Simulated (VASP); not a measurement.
# Sr13Li7Mg4 in VASP: notebook, part 2 of 2

VASP 6.6.1.

## 4. Single point, PBE

File INCAR:

```
ALGO = Normal
EDIFF = 1E-7
ENCUT = 520
GGA = PE
ISIF = 2
ISMEAR = -1
ISYM = 0
LASPH = True
LCHARG = False
LREAL = Auto
LWAVE = False
NBANDS = 98
NELM = 100
PREC = Accurate
SIGMA = 0.05
```

File KPOINTS:

```
Automatic mesh
0
Gamma
  1 1 1
  0.25 0.25 0.25
```

File POSCAR:

```
Sr13Li7Mg4
1.0
    9.8738250000     -0.1431370000     -0.0271780000
   -0.1431370000     10.2495160000      0.4011450000
   -0.0271780000      0.4011450000      9.9890070000
Sr Li Mg
13 7 4
Direct
    0.0331246176      0.8291937740      0.5624537378
    0.4116477973      0.2847881366      0.4396053008
    0.1245767348      0.4498652286      0.5872955700
    0.7122323511      0.9113506915      0.2118842521
    0.4444509858      0.5961288928      0.1205443308
    0.3108253033      0.9246574602      0.2507526417
    0.3711907400      0.0646181759      0.8313031479
    0.0670117015      0.1757958187      0.3046923113
    0.0404085735      0.8215987256      0.9752375790
    0.0605941895      0.4317090723     -0.0047508333
    0.7090735720      0.2920551973      0.1299012724
    0.5604127548      0.6405968512      0.5022575992
    0.9700477817      0.1626794073      0.7569944568
    0.7030307625      0.0699111446      0.4854237728
    0.6395406714      0.6962615221      0.8628259654
    0.7978034429      0.4922045804      0.7627453155
    0.6919692158      0.9359639714      0.7297029697
    0.8291869469      0.5408111560      0.2973257454
    0.0904747052      0.6357527501      0.2615595208
    0.6436337698      0.2293042301      0.7929313127
    0.4855556412      0.4408414663      0.7891568282
    0.7644178068      0.3306779877      0.5178230955
    0.3636903773      0.2594336310      0.0907935967
    0.3196569727      0.7062950167      0.7914511345
```

The run is started by

```bash
> cat potpaw_PBE.64/Sr_sv/POTCAR potpaw_PBE.64/Li_sv/POTCAR potpaw_PBE.64/Mg/POTCAR > POTCAR
> mpirun -np 1 vasp_std > vasp.out
```

Wall time 6.7 min (1 thread of Oxide Virtual Turin-like, shared host); peak memory 0.92 GiB.

It converged, with:

```
Free energy            : -37.1686 eV
Largest force          : 0.822 eV/Å
Band gap on the k mesh : zero (an odd number of electrons rules out a gap without spin polarisation)
```

Forces in eV/Å, atoms in the order of the input:
```
Sr  -0.225 -0.017 -0.060
Sr   0.596 -0.300  0.095
Sr   0.100  0.732 -0.051
Sr   0.356 -0.281 -0.400
Sr  -0.238 -0.136 -0.015
Sr   0.366 -0.172  0.172
Sr  -0.157 -0.354 -0.243
Sr  -0.801  0.158  0.098
Sr  -0.326  0.044 -0.112
Sr   0.517  0.320 -0.022
Sr  -0.212  0.075 -0.070
Sr   0.000  0.413  0.271
Sr  -0.205 -0.612  0.076
Li  -0.029 -0.098  0.056
Li   0.154 -0.030  0.056
Li   0.008  0.026 -0.031
Li   0.082  0.031  0.116
Li  -0.053  0.180  0.026
Li   0.284 -0.072  0.212
Li   0.332 -0.137 -0.133
Mg  -0.486  0.029  0.361
Mg   0.128  0.322 -0.153
Mg  -0.153 -0.038 -0.079
Mg  -0.039 -0.081 -0.173
```

Levels at points of the mesh, in eV from the Fermi level:
| k point | band 76 | band 77 | band 78 | band 79 | band 80 | band 81 | band 82 | band 83 |
| --- | --- | --- | --- | --- | --- | --- | --- | --- |
| (0.25, 0.25, 0.25) | -0.38 | -0.31 | -0.14 | -0.07 | 0.02 | 0.05 | 0.13 | 0.21 |

Caveat: the k points lie up to 0.64 Å⁻¹ apart, too coarse for converged energies and pressures of a metal; the atoms stand as in a frame of molecular dynamics.

## 5. Single point, PBE

File INCAR:

```
PREC = Accurate
ENCUT = 520
EDIFF = 1E-6
ISMEAR = -1
SIGMA = 0.05
LREAL = Auto
LASPH = True
NELM = 100
ALGO = Normal
ISIF = 2
LWAVE = False
LCHARG = False
GGA = PE
NBANDS = 98
ISYM = 0
```

KPOINTS is that of step 4.

File POSCAR:

```
Sr13Li7Mg4
1.0
    9.8738250000     -0.1431370000     -0.0271780000
   -0.1431370000     10.2495160000      0.4011450000
   -0.0271780000      0.4011450000      9.9890070000
Sr Li Mg
13 7 4
Direct
    0.0289074387      0.8323518043      0.5658492262
    0.4146743437      0.2790002616      0.4364795679
    0.1282924294      0.4523138897      0.5856260063
    0.7155326191      0.9078820602      0.2146717283
    0.4448710722      0.5971893573      0.1210251611
    0.3150325056      0.9227364092      0.2546216913
    0.3704112196      0.0615892893      0.8350450451
    0.0632845867      0.1792930660      0.3047855940
    0.0389133473      0.8177964779      0.9714713003
    0.0668455928      0.4319307179     -0.0107286058
    0.7093266217      0.2938035510      0.1337762856
    0.5608707012      0.6427212503      0.5035675646
    0.9714862500      0.1653081425      0.7583895495
    0.6990354151      0.0657938289      0.4999935949
    0.6512381014      0.7036829568      0.8723592294
    0.8142546110      0.5071693964      0.7324611290
    0.6944144290      0.9585515844      0.7334370293
    0.8154121714      0.5314758971      0.2782109747
    0.1134111231      0.6306307946      0.2603570002
    0.6517021681      0.2378788264      0.7898262620
    0.4769905689      0.4412644629      0.7908283192
    0.7651152707      0.3246127124      0.5090955023
    0.3711027616      0.2554528676      0.0927576876
    0.3138885028      0.6916474722      0.7946060040
```

The run is started by

```bash
> cat potpaw_PBE.64/Sr_sv/POTCAR potpaw_PBE.64/Li_sv/POTCAR potpaw_PBE.64/Mg/POTCAR > POTCAR
> mpirun -np 1 vasp_std > vasp.out
```

It took 5.7 min on 1 thread of Oxide Virtual Turin-like, shared host; peak memory 0.91 GiB.

Results (log left out):

```yaml
Free_energy: -37.2499 eV
Largest_force: 0.670 eV/Å
Band_gap_on_the_k_mesh: zero (an odd number of electrons rules out a gap without spin polarisation)
```

Forces in eV/Å, atoms in the order of the input:
```
Sr  -0.165 -0.057 -0.122
Sr   0.536 -0.198  0.207
Sr   0.178  0.635 -0.117
Sr   0.349 -0.140 -0.356
Sr  -0.163 -0.214 -0.011
Sr   0.222 -0.072  0.177
Sr  -0.027 -0.309 -0.303
Sr  -0.637  0.100  0.051
Sr  -0.317  0.049  0.022
Sr   0.440  0.307  0.037
Sr  -0.193 -0.165 -0.276
Sr  -0.033  0.309  0.255
Sr  -0.138 -0.579  0.010
Li  -0.041 -0.125 -0.255
Li   0.162 -0.058 -0.071
Li  -0.134  0.029  0.162
Li   0.075 -0.270  0.380
Li   0.221  0.498  0.209
Li  -0.017 -0.128  0.213
Li   0.119 -0.068 -0.119
Mg  -0.294 -0.075  0.324
Mg   0.205  0.387 -0.142
Mg  -0.274  0.022 -0.095
Mg  -0.073  0.121 -0.180
```

Levels at points of the mesh, in eV from the Fermi level:
| k point | band 76 | band 77 | band 78 | band 79 | band 80 | band 81 | band 82 | band 83 |
| --- | --- | --- | --- | --- | --- | --- | --- | --- |
| (0.25, 0.25, 0.25) | -0.37 | -0.31 | -0.13 | -0.06 | 0.02 | 0.05 | 0.14 | 0.20 |

Caveat: the k points lie up to 0.64 Å⁻¹ apart, too coarse for converged energies and pressures of a metal; the atoms stand as in a frame of molecular dynamics.

## 6. Summary

```tsv
cell	gap on the mesh (eV)	largest force (eV/Å)
as given, atomic positions A	none	0.95
as given, atomic positions B	none	0.92
as given, atomic positions C	none	0.82
as given, atomic positions D	none	0.67
```

Alike in all rows: task single point; level PBE; potentials or basis VASP PAW PBE potentials, release 64 (Sr_sv, Li_sv, Mg); no spin polarisation; k mesh 1 × 1 × 1, shifted; cutoff (eV) 520; smearing fermi-dirac 0.05 eV.

Caveats: all runs use coarse meshes; the atoms stand as in a frame of molecular dynamics.

Absolute energies hang on the potentials; compare differences alone.
